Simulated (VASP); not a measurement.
B4SbP3:

```
CELL_PARAMETERS angstrom
3.23275 0.00000 0.00000
0.00000 6.46551 0.00000
0.00000 0.00000 4.57181
ATOMIC_POSITIONS crystal
P 0.00000 0.25000 0.00000
P 0.50000 0.00000 0.50000
P 0.00000 0.75000 0.00000
B 0.50000 0.25000 0.75000
B 0.00000 0.00000 0.25000
B 0.50000 0.75000 0.75000
B 0.00000 0.50000 0.25000
Sb 0.50000 0.50000 0.50000
```

* Program: VASP 6.6.1
* Task: relaxation of cell and atoms
* Functional: PBE
* Potentials or basis: VASP PAW PBE potentials, release 64 (P, B, Sb)
* Cutoff: 500 eV
* k mesh: 8 × 4 × 6
* Occupations: fermi-dirac, width 0.02 eV
* Spin: no spin polarisation

At the start: pressure 23.6 GPa; volume 11.94 Å³/atom.

Where does the relaxation end?

Over 16 steps the energy falls by 262.4 meV/atom and the volume is 13.20 Å³/atom (+10.5 %); space group Pmm2 (No. 25, to 0.1 Å) before and after.

The path:
| step | energy change (eV) | largest force (eV/Å) | pressure (GPa) | volume (Å³) |
| --- | --- | --- | --- | --- |
| 1 | 0.0000 | 5.8151 | 23.65 | 95.56 |
| 2 | -0.9498 | 1.2962 | -15.32 | 122.07 |
| 3 | -1.8968 | 0.9980 | -3.86 | 109.30 |
| 4 | -1.8985 | 1.0866 | -3.36 | 108.91 |
| 5 | -1.8984 | 1.1514 | -2.99 | 108.63 |
| 6 | -2.0589 | 0.5205 | 0.01 | 105.80 |
| 7 | -2.0742 | 0.4971 | 1.45 | 104.62 |
| 8 | -2.0945 | 0.1815 | -0.01 | 105.57 |
| 9 | -2.0966 | 0.1222 | 0.31 | 105.35 |
| 10 | -2.0983 | 0.0600 | -0.24 | 105.77 |
| 11 | -2.0985 | 0.0542 | -0.12 | 105.68 |
| 12 | -2.0989 | 0.0273 | 0.02 | 105.59 |
| 13 | -2.0989 | 0.0295 | 0.06 | 105.56 |
| 14 | -2.0990 | 0.0092 | -0.01 | 105.61 |
| 15 | -2.0990 | 0.0099 | -0.03 | 105.62 |
| 16 | -2.0990 | 0.0044 | 0.01 | 105.60 |

Final structure:
```
P B Sb
1.0
     3.33451    0.00000    0.00000
     0.00000    6.68934    0.00000
     0.00000    0.00000    4.73424
P B Sb
3 4 1
Direct
  0.00000 0.23846 0.00020
  0.50000 0.00000 0.50666
  0.00000 0.76154 0.00020
  0.50000 0.22506 0.76728
  0.00000 0.00000 0.26517
  0.50000 0.77494 0.76728
  0.00000 0.50000 0.19605
  0.50000 0.50000 0.49716
```
